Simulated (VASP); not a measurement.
# Ge32H19N in VASP: a series of runs

Ge32H19N is run at these levels: PBE+D3(BJ), PBEsol; tasks: single point.

Everything below comes from runs of VASP 6.6.1. Logs are shortened: lines on timing, memory, paths and dates and some standing lists are left out, and cuts for length are marked.

**1. The cell of the first run**

The cell holds a slab with vacuum, 52 atoms: a = 11.316 Å, b = 11.316 Å, c = 20.913 Å, α = 90.00°, β = 90.00°, γ = 90.00°.

**2. Single point, PBE+D3(BJ)**

INCAR reads:

```
  PREC = Accurate
  ENCUT = 520
  EDIFF = 1E-6
  ISMEAR = 0
  SIGMA = 0.03
  LREAL = Auto
  LASPH = T
  NELM = 100
  ALGO = Normal
  ISIF = 2
  LWAVE = F
  LCHARG = F
  GGA = PE
  IVDW = 12
  NBANDS = 268
```

KPOINTS reads:

```
regular mesh
0
Gamma
  1 1 1
```

POSCAR reads:

```
Ge32H19N
1.0
    8.0016200000      8.0016200000      0.0000000000
   -8.0016200000      8.0016200000      0.0000000000
    0.0000000000      0.0000000000     20.9129000000
Ge H N
32 19 1
Direct
   -0.3116030879      0.3132913710      0.3427836885
   -0.1800131098     -0.3066390931      0.3410474396
    0.0448674768     -0.0313232195      0.3839739587
    0.3186772179      0.1916646879      0.3415171975
   -0.0326311422     -0.4644349519      0.3817176001
    0.1970771544     -0.1953826225      0.3495129800
    0.4659075287      0.0328462236      0.3815716137
    0.5406037152     -0.5275329871      0.3812045675
   -0.1191885518      0.3853461549      0.3034134912
   -0.1072993969     -0.1136692320      0.3056212673
    0.1285354716      0.1153523911      0.3019361734
    0.3899336009      0.3850199710      0.3040727015
    0.1135049527     -0.3776158453      0.3018516322
    0.3792686356     -0.1138496329      0.3010590114
    0.6142198080      0.1210309287      0.3038652698
    0.6287020628     -0.3822422210      0.3007152523
    0.0018708711      0.2488179894      0.2354409957
   -0.0003383690     -0.2510783441      0.2292265061
    0.2524494415     -0.0018814315      0.2279504995
    0.4996013932      0.2498136002      0.2292096744
    0.2497156826     -0.4990994324      0.2354178043
    0.5010894669     -0.2500368050      0.2349213643
    0.7510793439      0.0000345555      0.2359402570
    0.7517060920     -0.5020327759      0.2283686146
   -0.1250000000      0.1250000000      0.1644629870
   -0.1250000000     -0.3750000000      0.1644629870
    0.1250000000     -0.1250000000      0.1644629870
    0.3750000000      0.1250000000      0.1644629870
    0.1250000000     -0.6250000000      0.1644629870
    0.3750000000     -0.3750000000      0.1644629870
    0.6250000000     -0.1250000000      0.1644629870
    0.6250000000     -0.6250000000      0.1644629870
   -0.0489780195      0.0489780195      0.1195430093
   -0.2010219805      0.2010219805      0.1195430093
   -0.0489780195     -0.4510219805      0.1195430093
   -0.2010219805     -0.2989780195      0.1195430093
    0.2010219805     -0.2010219805      0.1195430093
    0.0489780195     -0.0489780195      0.1195430093
    0.4510219805      0.0489780195      0.1195430093
    0.2989780195      0.2010219805      0.1195430093
    0.2010219805     -0.7010219805      0.1195430093
    0.0489780195     -0.5489780195      0.1195430093
    0.4510219805     -0.4510219805      0.1195430093
    0.2989780195     -0.2989780195      0.1195430093
    0.7010219805     -0.2010219805      0.1195430093
    0.5489780195     -0.0489780195      0.1195430093
    0.7010219805     -0.7010219805      0.1195430093
    0.5489780195     -0.5489780195      0.1195430093
    0.2058818714     -0.3016232338      0.4650965194
    0.3124359192     -0.1997688593      0.4620224837
    0.3308844959     -0.3293470572      0.4263457005
    0.2700837455     -0.2649506600      0.4369113322
```

Potentials or basis: VASP PAW PBE potentials, release 64 (Ge_d, H, N).

The run is started by

```sh
$ cat potpaw_PBE.64/Ge_d/POTCAR potpaw_PBE.64/H/POTCAR potpaw_PBE.64/N/POTCAR > POTCAR
$ mpirun -np 1 vasp_gam > vasp.out
```

OUTCAR:

```text
PREC = Accurate
   ENCUT = 520
   EDIFF = 1E-6
   ISMEAR = 0
   LREAL = Auto
   LASPH = T
   NELM = 100
   ISIF = 2
   GGA = PE
   IVDW = 12
 IVDW          = 12

 ion  position               nearest neighbor table
   1  0.688  0.313  0.343-   9 2.47  15 2.47   8 2.59
   2  0.820  0.693  0.341-  10 2.45  16 2.48   5 2.59
   3  0.045  0.969  0.384-  10 2.55  11 2.57   6 2.63
   4  0.319  0.192  0.342-  12 2.46  11 2.46   7 2.59
   5  0.967  0.536  0.382-  13 2.55   9 2.56   2 2.59
   6  0.197  0.805  0.350-  52 2.15  14 2.48  13 2.48   3 2.63
   7  0.466  0.033  0.382-  15 2.54  14 2.56   4 2.59
   8  0.541  0.472  0.381-  12 2.55  16 2.56   1 2.59
   9  0.881  0.385  0.303-   1 2.47  24 2.49  17 2.51   5 2.56
  10  0.893  0.886  0.306-   2 2.45  23 2.52  18 2.54   3 2.55
  11  0.129  0.115  0.302-   4 2.46  19 2.47  17 2.50   3 2.57
  12  0.390  0.385  0.304-   4 2.46  21 2.51  20 2.52   8 2.55
  13  0.114  0.622  0.302-  18 2.45   6 2.48  21 2.49   5 2.55
  14  0.379  0.886  0.301-  19 2.45   6 2.48  22 2.49   7 2.56
[... 35 lines left out ...]
  50  0.312  0.800  0.462-  52 1.02
  51  0.331  0.671  0.426-  52 1.03
  52  0.270  0.735  0.437-  49 1.02  50 1.02  51 1.03   6 2.15

  LATTYP: Found a simple tetragonal cell.
 ALAT       =    11.3159995250
 C/A-ratio  =     1.8480824388

  Lattice vectors:

 A1 = (   8.0016200000,   8.0016200000,   0.0000000000)
 A2 = (  -8.0016200000,   8.0016200000,   0.0000000000)
 A3 = (   0.0000000000,   0.0000000000,  20.9129000000)

Analysis of symmetry for initial positions (statically):
=====================================================================
 Subroutine PRICEL returns:
 Original cell was already a primitive cell.

 Routine SETGRP: Setting up the symmetry group for a
 simple tetragonal supercell.

 Subroutine GETGRP returns: Found  1 space group operations
 (whereof  1 operations were pure point group operations)
 out of a pool of 16 trial point group operations.

The static configuration has the point symmetry C_1 .

Analysis of symmetry for dynamics (positions and initial velocities):
=====================================================================
 Subroutine PRICEL returns:
 Original cell was already a primitive cell.

 Routine SETGRP: Setting up the symmetry group for a
 simple tetragonal supercell.

 Subroutine GETGRP returns: Found  1 space group operations
 (whereof  1 operations were pure point group operations)
 out of a pool of 16 trial point group operations.

The dynamic configuration has the point symmetry C_1 .
[... 180 lines left out ...]
   NFREE  =      0    steps in history (QN), initial steepest desc. (CG)
   ISIF   =      2    stress and relaxation
   ISYM   =      2    0-nonsym 1-usesym 2-fastsym
   POTIM  = 0.5000    time-step for ionic-motion
   TEBEG  =    0.0;   TEEND  =   0.0 temperature during run
   PSTRESS=    0.0 pullay stress
   NELECT =     472.0000    total number of electrons
   NUPDOWN=      -1.0000    fix difference up-down
   EMIN   =  10.00;   EMAX   =-10.00  energy-range for DOS
   EFERMI =   0.00;   METHOD = LEGACY
   ISMEAR =     0;   SIGMA  =   0.03  broadening in eV -4-tet -1-fermi 0-gaus
   EFERMI_NEDOS =   21; number of points for ismear=-14 and -15
   IALGO  =     38    algorithm
   IMIX   =      4    mixing-type and parameters
     AMIX     =   0.40;   BMIX     =  1.00
     AMIX_MAG =   1.60;   BMIX_MAG =  1.00
  volume/ion in A,a.u.               =      51.50       347.53
  Fermi-wavevector in a.u.,A,eV,Ry     =   0.917886  1.734553 11.463111  0.842515
  Thomas-Fermi vector in A             =   2.042906
   LORBIT       =      0    0 simple, 1 ext, 2 COOP (PROOUT), +10 PAW based schemes
   GGA     = PE    functional components
   LHFCALC =     F    Hartree Fock is set to
   AEXX    =    0.0000 exact exchange contribution
   IVDW    =    12    specifies the selected vdW correction
   LEPSILON=     F    determine dielectric tensor
   LRPA    =     F    only Hartree local field effects (RPA)
 non-spin polarized calculation
 Gauss-broadening in eV      SIGMA  =   0.03
  energy-cutoff  :      520.00
  volume of cell :     2677.94
 maximum number of plane-waves:     35941
   NGX = 43   NGY = 43   NGZ = 77

 number of electron     471.9999759 magnetization

 Free energy of the ion-electron system (eV)
  ---------------------------------------------------
  ext. energy  EPLUGINS =         0.00000000
  ---------------------------------------------------
  free energy    TOTEN  =      -205.52120138 eV

  energy without entropy =     -205.52120138  energy(sigma->0) =     -205.52120138

 E-fermi :  -1.8681     XC(G=0):  -3.7009

 val. band max:       -2.0099369014   @ k =   0.0000   0.0000   0.0000
 cond. band min:      -1.4823393293   @ k =   0.0000   0.0000   0.0000
 fundamental gap:      0.5275975721
 Fermi energy:        -1.8681033398

 k-point     1 :       0.0000    0.0000    0.0000
  band No.  band energies     occupation
      1     -26.5383      2.00000
      2     -26.4703      2.00000
      3     -26.4631      2.00000
      4     -26.4512      2.00000
      5     -26.4324      2.00000
      6     -26.3883      2.00000
[... 240 lines left out ...]
    247       0.3762      0.00000
    248       0.5832      0.00000
 [bands above 248 left out]

------------------------ aborting loop because EDIFF is reached ----------------------------------------

 Edisp (eV)   -7.08490

 E8    (eV) :    -3.1408

  FORCE on cell =-STRESS in cart. coord.  units (eV):
  Direction    XX          YY          ZZ          XY          YZ          ZX
  --------------------------------------------------------------------------------------
  -------------------------------------------------------------------------------------
  Total      11.59305     5.15226    -0.47262    -1.01231    -0.10332    -0.07152
  in kB       6.93598     3.08253    -0.28276    -0.60565    -0.06181    -0.04279
  external pressure =        3.25 kB  Pullay stress =        0.00 kB

 VOLUME and BASIS-vectors are now :
 -----------------------------------------------------------------------------
  energy-cutoff  :      520.00
  volume of cell :     2677.94
      direct lattice vectors                 reciprocal lattice vectors
     8.001620000  8.001620000  0.000000000     0.062487346  0.062487346  0.000000000
    -8.001620000  8.001620000  0.000000000    -0.062487346  0.062487346  0.000000000
     0.000000000  0.000000000 20.912900000     0.000000000  0.000000000  0.047817376

 POSITION                                       TOTAL-FORCE (eV/Angst)
 -----------------------------------------------------------------------------------
      3.00145      8.01513      7.16860         0.002342      0.005459     -0.004870
      1.01321     12.10923      7.13229        -0.008722      0.005232      0.014433
     -7.39197      8.11000      8.03001        -0.007772     -0.004509      0.016888
      1.01631      4.08356      7.14211         0.005614      0.003905     -0.011774
      3.45513     12.02591      7.98282        -0.000534      0.000777     -0.001196
     -4.86131      8.01518      7.30933         0.008948      0.008468     -0.005187
[... 44 lines left out ...]
     -2.71870      8.01392      8.91612         0.010870     -0.006732     -0.018588
     -3.72048      8.04269      9.13708         0.005888      0.023213      0.038927
 -----------------------------------------------------------------------------------
    total drift:                                0.003607     -0.003306      0.002431

  FREE ENERGIE OF THE ION-ELECTRON SYSTEM (eV)
  ---------------------------------------------------
  free  energy   TOTEN  =      -212.6061011632 eV

  energy  without entropy=     -212.6061011632  energy(sigma->0) =     -212.60610116
```

Wall time 22 min (1 thread of Intel Xeon Platinum 8559C (Emerald Rapids), shared host); peak memory 1.8 GiB.

What came out:

```yaml
Free_energy: -212.6061 eV
Largest_force: 0.596 eV/Å
Dispersion_energy_per_atom: -0.136 eV
```

Forces on the atoms (eV/Å):
```
Ge   0.002  0.005 -0.005
Ge  -0.009  0.005  0.014
Ge  -0.008 -0.005  0.017
Ge   0.006  0.004 -0.012
Ge  -0.001  0.001 -0.001
Ge   0.009  0.008 -0.005
Ge   0.005 -0.004  0.009
Ge  -0.005  0.000  0.009
Ge   0.003 -0.004  0.001
Ge   0.001 -0.008  0.001
Ge  -0.002  0.000 -0.001
Ge   0.000 -0.003 -0.003
Ge   0.001  0.000 -0.002
Ge  -0.003 -0.002 -0.003
Ge  -0.005  0.002 -0.003
Ge   0.002 -0.002 -0.002
Ge  -0.002  0.001 -0.003
Ge   0.004 -0.002 -0.008
Ge  -0.004  0.004 -0.001
Ge   0.005 -0.005 -0.002
Ge  -0.002  0.007 -0.004
Ge  -0.001  0.003 -0.005
Ge   0.005  0.008 -0.004
Ge  -0.007 -0.006 -0.005
Ge  -0.142  0.045  0.578
Ge   0.051 -0.012 -0.562
Ge  -0.100 -0.083 -0.483
Ge   0.019 -0.081 -0.581
Ge   0.174 -0.022  0.561
Ge  -0.138  0.047  0.534
Ge   0.179  0.057  0.562
Ge  -0.055 -0.075 -0.527
H    0.024 -0.008  0.009
H    0.090  0.016  0.026
H   -0.055  0.047 -0.051
H    0.092 -0.025 -0.010
H   -0.080 -0.064 -0.011
H    0.052  0.004 -0.048
H   -0.054  0.066 -0.050
H    0.095  0.031 -0.011
H   -0.078  0.013  0.017
H   -0.023  0.028  0.027
H    0.018 -0.009  0.011
H    0.080  0.013  0.017
H   -0.078  0.031  0.015
H   -0.025  0.027  0.029
H   -0.092 -0.057 -0.009
H    0.055  0.005 -0.021
H   -0.007 -0.001 -0.007
H   -0.014 -0.017 -0.016
H    0.011 -0.007 -0.019
N    0.006  0.023  0.039
```

Levels at points of the mesh, in eV from the Fermi level:
| k point | band 232 | band 233 | band 234 | band 235 | band 236 | band 237 | band 238 | band 239 | band 240 | band 241 |
| --- | --- | --- | --- | --- | --- | --- | --- | --- | --- | --- |
| (0.00, 0.00, 0.00) | -0.57 | -0.37 | -0.30 | -0.20 | -0.14 | 0.39 | 0.77 | 1.11 | 1.20 | 1.52 |

Caveat: the k points lie up to 0.56 Å⁻¹ apart.

**3. Single point, PBEsol**

INCAR reads:

```
SYSTEM = Ge32H19N
ALGO = Normal
EDIFF = 1E-6
ENCUT = 520
GGA = PS
ISIF = 2
ISMEAR = 0
LASPH = .True.
LCHARG = .False.
LREAL = Auto
LWAVE = .False.
NBANDS = 268
NELM = 100
PREC = Accurate
SIGMA = 0.03
```

KPOINTS reads:

```
k-points
0
Gamma
  1 1 1
  0 0 0
```

POSCAR reads:

```
Ge32H19N
1.0
    8.0016200000      8.0016200000      0.0000000000
   -8.0016200000      8.0016200000      0.0000000000
    0.0000000000      0.0000000000     20.9129000000
Ge H N
32 19 1
Direct
   -0.3116030400      0.3132913800      0.3427837100
   -0.1800131100     -0.3066390900      0.3410474200
    0.0448675000     -0.0313232400      0.3839739500
    0.3186772000      0.1916646700      0.3415172000
   -0.0326310900     -0.4644349500      0.3817176100
    0.1970771700     -0.1953826600      0.3495129800
    0.4659074900      0.0328462300      0.3815716000
    0.5406036900     -0.5275329700      0.3812045700
   -0.1191885400      0.3853461400      0.3034134800
   -0.1072994500     -0.1136692400      0.3056212600
    0.1285354500      0.1153524300      0.3019361900
    0.3899336100      0.3850200100      0.3040727100
    0.1135049700     -0.3776158300      0.3018516300
    0.3792686300     -0.1138496700      0.3010590100
    0.6142198100      0.1210309700      0.3038652700
    0.6287020500     -0.3822422600      0.3007152600
    0.0018708600      0.2488179800      0.2354410000
   -0.0003383300     -0.2510783300      0.2292265200
    0.2524494700     -0.0018814500      0.2279505200
    0.4996014200      0.2498135700      0.2292096800
    0.2497157300     -0.4990994200      0.2354178000
    0.5010895000     -0.2500368000      0.2349213700
    0.7510793900      0.0000345500      0.2359402600
    0.7517061000     -0.5020328200      0.2283686300
   -0.1250000000      0.1250000000      0.1644630000
   -0.1250000000     -0.3750000000      0.1644630000
    0.1250000000     -0.1250000000      0.1644630000
    0.3750000000      0.1250000000      0.1644630000
    0.1250000000     -0.6250000000      0.1644630000
    0.3750000000     -0.3750000000      0.1644630000
    0.6250000000     -0.1250000000      0.1644630000
    0.6250000000     -0.6250000000      0.1644630000
   -0.0489780000      0.0489780000      0.1195430000
   -0.2010220000      0.2010220000      0.1195430000
   -0.0489780000     -0.4510220000      0.1195430000
   -0.2010220000     -0.2989780000      0.1195430000
    0.2010220000     -0.2010220000      0.1195430000
    0.0489780000     -0.0489780000      0.1195430000
    0.4510220000      0.0489780000      0.1195430000
    0.2989780000      0.2010220000      0.1195430000
    0.2010220000     -0.7010220000      0.1195430000
    0.0489780000     -0.5489780000      0.1195430000
    0.4510220000     -0.4510220000      0.1195430000
    0.2989780000     -0.2989780000      0.1195430000
    0.7010220000     -0.2010220000      0.1195430000
    0.5489780000     -0.0489780000      0.1195430000
    0.7010220000     -0.7010220000      0.1195430000
    0.5489780000     -0.5489780000      0.1195430000
    0.2058818700     -0.3016232700      0.4650965200
    0.3124359600     -0.1997688500      0.4620224600
    0.3308845300     -0.3293470800      0.4263457100
    0.2700837600     -0.2649506900      0.4369113500
```

Potentials or basis: VASP PAW PBE potentials, release 64 (Ge_d, H, N).

The run is started by

```sh
$ cat potpaw_PBE.64/Ge_d/POTCAR potpaw_PBE.64/H/POTCAR potpaw_PBE.64/N/POTCAR > POTCAR
$ mpirun -np 1 vasp_gam > vasp.out
```

It took 29 min on 1 thread of Intel Xeon Platinum 8259CL at 2.50GHz (Skylake/Cascade Lake), shared host; peak memory 1.8 GiB.

It converged, with:

```yaml
Free_energy: -216.5919 eV
Largest_force: 0.750 eV/Å
```

Forces in eV/Å, atoms in the order of the input:
```
Ge  -0.139  0.007 -0.170
Ge   0.156  0.035 -0.175
Ge   0.079 -0.015 -0.228
Ge   0.163  0.018 -0.194
Ge  -0.146 -0.004 -0.257
Ge   0.029  0.011  0.079
Ge  -0.137  0.013 -0.244
Ge   0.137 -0.010 -0.240
Ge  -0.106 -0.021 -0.008
Ge   0.102 -0.034  0.006
Ge   0.098  0.029 -0.008
Ge   0.114 -0.022 -0.007
Ge  -0.099 -0.010 -0.008
Ge  -0.096 -0.001 -0.014
Ge  -0.117  0.010 -0.002
Ge   0.113  0.017 -0.016
Ge  -0.002  0.004 -0.023
Ge   0.001 -0.049  0.063
Ge  -0.013  0.031  0.053
Ge   0.001 -0.020  0.086
Ge  -0.006  0.011 -0.024
Ge  -0.002  0.009 -0.027
Ge   0.004  0.014 -0.021
Ge  -0.017 -0.003  0.078
Ge  -0.140  0.044  0.735
Ge   0.053 -0.011 -0.391
Ge  -0.101 -0.080 -0.322
Ge   0.021 -0.086 -0.410
Ge   0.172 -0.026  0.718
Ge  -0.136  0.046  0.690
Ge   0.178  0.053  0.719
Ge  -0.056 -0.074 -0.360
H    0.069 -0.008  0.017
H    0.049  0.015  0.036
H   -0.014  0.046 -0.041
H    0.051 -0.025  0.001
H   -0.039 -0.064  0.001
H    0.010  0.004 -0.039
H   -0.013  0.066 -0.040
H    0.054  0.030  0.000
H   -0.036  0.012  0.027
H   -0.067  0.028  0.035
H    0.061 -0.009  0.019
H    0.038  0.013  0.026
H   -0.036  0.031  0.024
H   -0.070  0.027  0.037
H   -0.051 -0.057  0.003
H    0.014  0.005 -0.012
H   -0.050 -0.104  0.047
H   -0.053  0.095  0.029
H    0.130 -0.011 -0.074
N   -0.154  0.018 -0.176
```

Levels at points of the mesh, in eV from the Fermi level:
```tsv
k point	band 232	band 233	band 234	band 235	band 236	band 237	band 238	band 239	band 240	band 241
(0.00, 0.00, 0.00)	-0.64	-0.44	-0.37	-0.27	-0.21	0.29	0.69	0.99	1.12	1.43
```

Caveat: the k points lie up to 0.56 Å⁻¹ apart; the PAW data sets were made with another functional, which shifts forces and pressure a little.

(Continued in part 2 of 2.)
